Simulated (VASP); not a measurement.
Runs of VASP 6.6.1 on AlN. It takes space group P6_3mc (No. 186, hexagonal). The conventional cell has a = 3.107 Å, b = 3.107 Å, c = 4.979 Å, α = 90.00°, β = 90.00°, γ = 120.00°. Al (site symmetry 3m) has 4 N at 1.89 to 1.90 Å within 2.5 Å. Within 2.5 Å of N (site symmetry 3m) lie 4 Al at 1.89 to 1.90 Å. 

```tsv
level	k mesh	grid for exact exchange (PRECFOCK)	gap on the mesh (eV)	pressure (GPa)	largest force (eV/Å)
PBE0	6 × 6 × 4	Normal	6.33	-0.8	0.01
r2SCAN	6 × 6 × 4	-	(a)	-0.4	-
PBE	6 × 6 × 4	-	4.24	4.4	0.01
PBE	9 × 9 × 4	-	4.24	4.4	0.01
```

Alike in all rows: task single point; potentials or basis VASP PAW PBE potentials, release 64 (Al, N); no spin polarisation; cell as given; cutoff (eV) 520; smearing gaussian 0.01 eV.

Question: Fill in the values left out.

Answer: (a) 4.92.

Caveats: the PAW data sets were made with another functional, which shifts forces and pressure a little (some runs).

